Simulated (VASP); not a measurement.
Set up this calculation in VASP 6.6.1, as the native input.

- Task: single point
- Functional: r2SCAN
- Potentials or basis: VASP PAW PBE potentials, release 64 (Se)
- Cutoff: 520 eV
- k mesh: 16 × 16 × 16
- Occupations: gaussian, width 0.05 eV
- Spin: no spin polarisation
- Dipole correction: no
- Further INCAR settings: ALGO = Normal; EDIFF = 1e-06; NBANDS = 9

Crystal: Se.

```
Se
1.0
     1.99207    1.15012    1.63603
    -1.99207    1.15012    1.63603
     0.00000   -2.30025    1.63603
Se
1
Direct
  0.00000 0.00000 0.00000
```

The input as run:

POSCAR

```
Se
1.0
    1.9920745474      1.1501247762      1.6360313447
   -1.9920745474      1.1501247762      1.6360313447
    0.0000000000     -2.3002495523      1.6360313448
Se
1
Direct
    0.0000000000      0.0000000000      0.0000000000
```

INCAR.step1

```
SYSTEM = Se
ALGO = Normal
EDIFF = 1E-4
ENCUT = 520
GGA = PE
ISMEAR = 0
LASPH = .True.
LCHARG = .False.
LREAL = .False.
LWAVE = .True.
NBANDS = 9
NELM = 100
PREC = Accurate
SIGMA = 0.05
```

INCAR.step2

```
SYSTEM = Se
ALGO = Normal
EDIFF = 1E-6
ENCUT = 520
ISIF = 2
ISMEAR = 0
ISTART = 1
LASPH = .True.
LCHARG = .False.
LMIXTAU = .True.
LREAL = .False.
LWAVE = .False.
METAGGA = R2SCAN
NBANDS = 9
NELM = 100
PREC = Accurate
SIGMA = 0.05
```

KPOINTS

```
k-points
0
Gamma
  16 16 16
  0 0 0
```

Potentials or basis: VASP PAW PBE potentials, release 64 (Se).

Run with:

```console
$ cat potpaw_PBE.64/Se/POTCAR > POTCAR
$ cp INCAR.step1 INCAR
$ mpirun -np 1 vasp_std > vasp.out
$ cp INCAR.step2 INCAR
$ mpirun -np 1 vasp_std > vasp.out
```

It gave:

The pressure is -0.8 GPa and the band gap on the k mesh is zero (band 3 reaches 7.50 eV, above the bottom of band 4 at 0.99 eV).

Caveat: the PAW data sets were made with another functional, which shifts forces and pressure a little.

It took 2 min on 1 thread of Intel(R) Xeon(R) Platinum 8259CL CPU @ 2.50GHz (Skylake/Cascade Lake), with other jobs on the host, peak memory 0.2 GiB.
